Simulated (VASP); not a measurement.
Wanted: the native input for a VASP 6.6.1 run.

```
Task                   : single point
Functional             : PBE
Potentials or basis    : VASP PAW PBE potentials, release 64 (Ba_sv, O)
Cutoff                 : 600 eV
k mesh                 : 9 × 9 × 9
Occupations            : fermi-dirac, width 0.02 eV
Spin                   : no spin polarisation
Dipole correction      : no
Further INCAR settings : ALGO = Normal; EDIFF = 1e-06; NBANDS = 15
```

The structure of BaO lies in POSCAR:

```
BaO
1.0
    0.0000000000      2.7268896637      2.7268896637
    2.7268896637      0.0000000000      2.7268896637
    2.7268896637      2.7268896637      0.0000000000
Ba O
1 1
Direct
    0.0000000000      0.0000000000      0.0000000000
    0.5000000000      0.5000000000      0.5000000000
```

This cell differs from its parent crystal: volume scaled by 0.975.

One way to write it, as run:

INCAR

```
SYSTEM = BaO
ALGO = Normal
EDIFF = 1E-6
ENCUT = 600
GGA = PE
GGA_COMPAT = .FALSE.
ISIF = 2
ISMEAR = -1
LASPH = .TRUE.
LCHARG = .FALSE.
LREAL = .FALSE.
LWAVE = .FALSE.
NBANDS = 15
NELM = 120
PREC = Accurate
SIGMA = 0.02
```

KPOINTS

```
k-points
0
G
  9 9 9
  0 0 0
```

Potentials or basis: VASP PAW PBE potentials, release 64 (Ba_sv, O).

Launch:

```sh
$ cat potpaw_PBE.64/Ba_sv/POTCAR potpaw_PBE.64/O/POTCAR > POTCAR
$ mpirun -np 1 vasp_std > vasp.out
```

Results of the run:

```yaml
Pressure: 7.2 GPa
Band_gap_on_the_k_mesh: 1.89 eV, indirect (least direct gap 2.01 eV)
```

Caveat: spin-orbit coupling is left out, which moves the levels of the heavy elements.

Run time: 32 s on 1 thread of Intel(R) Xeon(R) Platinum 8259CL CPU @ 2.50GHz (Skylake/Cascade Lake), on a shared host, peak memory 0.18 GiB.
